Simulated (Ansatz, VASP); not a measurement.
# One calculation of MgRe3, two programs

Contents of INCAR:

```
PREC = Accurate ; ENCUT = 600
EDIFF = 1E-6 ; ISMEAR = -1
SIGMA = 0.05 ; LREAL = F
LASPH = T ; NELM = 60
ALGO = Normal ; ISIF = 3
LWAVE = F ; LCHARG = F
GGA = RP ; IBRION = 2
NSW = 60 ; EDIFFG = -0.02
```

The input KPOINTS:

```
Automatic mesh
0
Gamma
  6 6 6
```

Contents of POSCAR:

```
MgRe3
1.0
    0.0000000000      3.1145280000      3.1145280000
    3.1145280000      0.0000000000      3.1145280000
    3.1145280000      3.1145280000      0.0000000000
Mg Re
1 3
Direct
    0.0000000000      0.0000000000      0.0000000000
    0.2500000000      0.2500000000      0.2500000000
    0.5000000000      0.5000000000      0.5000000000
    0.7500000000      0.7500000000      0.7500000000
```

Input for Ansatz:

```yaml
crystal:
  lattice:
    - [0.0, 3.114528, 3.114528]
    - [3.114528, 0.0, 3.114528]
    - [3.114528, 3.114528, 0.0]
  atoms:
    - { symbol: Mg, position: [0.0, 0.0, 0.0] }
    - { symbol: Re, position: [0.25, 0.25, 0.25] }
    - { symbol: Re, position: [0.5, 0.5, 0.5] }
    - { symbol: Re, position: [0.75, 0.75, 0.75] }
basis:
  ecutwfc: 557.833418042754
kpoints:
  mp_grid:
    grid: [6, 6, 6]
    shift: [0.0, 0.0, 0.0]
hamiltonian:
  xc: rpbe
  dispersion: none
scf:
  occupations:
    method: fermi_dirac
    width: 0.05
relax:
  f_tol: 0.02
  max_steps: 40
  cell: {}
```

Alike in both runs: task relaxation of cell and atoms; functional RPBE; k mesh 6 × 6 × 6; occupations fermi-dirac, width 0.05 eV; no spin polarisation.

```csv
,VASP,Ansatz
version,VASP 6.6.1,Ansatz 0.2.0
potentials or method,"VASP PAW PBE potentials, release 64 (Mg, Re), cutoff 600 eV","plane waves, PAW"
valence electrons in the cell,23,55
```

Ansatz gave:

| Quantity | Value |
| --- | --- |
| relaxed volume (Å³/atom) | 15.28 |
| relaxed length of the cell vector where the two differ most in proportion (Å) | 4.421 |

Question: Which values does VASP return?

Answer: Relaxed volume (Å³/atom): 15.24; relaxed length of the cell vector where the two differ most in proportion (Å): 4.417.

VASP's potentials were made for PBE, not for RPBE. VASP's potentials hold 23 valence electrons a cell and Ansatz's 55, so a difference there can come from the potentials and not from the codes.

Spin-orbit coupling is off throughout.
